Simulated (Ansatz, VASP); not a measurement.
Two plane-wave programs on MgB2

The input INCAR:

```
PREC = Accurate
ENCUT = 520
EDIFF = 1E-8
ISMEAR = -1
SIGMA = 0.05
LREAL = F
LASPH = T
NELM = 100
ALGO = Normal
ISIF = 2
LWAVE = F
LCHARG = F
LEFG = T
NBANDS = 11
```

File KPOINTS:

```
Automatic mesh
0
Gamma
  12 12 9
```

POSCAR

```
MgB2
1.0
    3.0433063957      0.0000000000      0.0000000000
   -1.5216531979      2.6355806502      0.0000000000
    0.0000000000      0.0000000000      3.4753860552
Mg B
1 2
Direct
    0.0000000000      0.0000000000      0.0000000000
    0.3333333333      0.6666666667      0.5000000000
    0.6666666667      0.3333333333      0.5000000000
```

Input for Ansatz:

```yaml
crystal:
  lattice:
    - [3.0433063957, 0.0, 0.0]
    - [-1.5216531979, 2.6355806502, 0.0]
    - [0.0, 0.0, 3.4753860552]
  atoms:
    - { symbol: Mg, position: [0.0, 0.0, 0.0] }
    - { symbol: B, position: [0.3333333333, 0.6666666667, 0.5] }
    - { symbol: B, position: [0.6666666667, 0.3333333333, 0.5] }
kpoints:
  mp_grid: { grid: [12, 12, 9] }
scf:
  occupations: { method: fermi_dirac, width: 0.05 }
hamiltonian:
  xc: lda
  pseudopotentials: { kind: paw }
output:
  forces: true
  stress: true
  eigenvalues: true
  efg: { contact_densities: true }
```

Change from the starting cell: volume scaled by 0.96, PAW files.

Alike in both runs: task electric field gradients; functional LDA; k mesh 12 × 12 × 9; occupations fermi-dirac, width 0.05 eV; no spin polarisation.

|  | VASP | Ansatz |
| --- | --- | --- |
| version | VASP 6.6.1 | Ansatz 0.2.0 |
| potentials or method | VASP PAW LDA potentials, release 64 (Mg, B) | PAW with Ansatz's default frozen-core files, scalar-relativistic |
| plane-wave cutoff (eV) | 520 | 420 |
| valence electrons in the cell | 8 | 16 |

Ansatz gave:

| Quantity | Value |
| --- | --- |
| pressure (GPa) | -1.6 |
| traceless stress, the component that is largest in VASP (GPa) | -0.93 |
| size of Vzz on the site where it differs most (V/Å²) | 17.9 |

What did VASP give for the same quantities?

Pressure (GPa): -2.2; traceless stress, the component that is largest in VASP (GPa): -1.01; size of Vzz on the site where it differs most (V/Å²): 20.3.

LDA's correlation is that of Perdew and Zunger in VASP and of Perdew and Wang (1992) in Ansatz. VASP's potentials hold 8 valence electrons a cell and Ansatz's 16, so a difference there can come from the potentials and not from the codes.
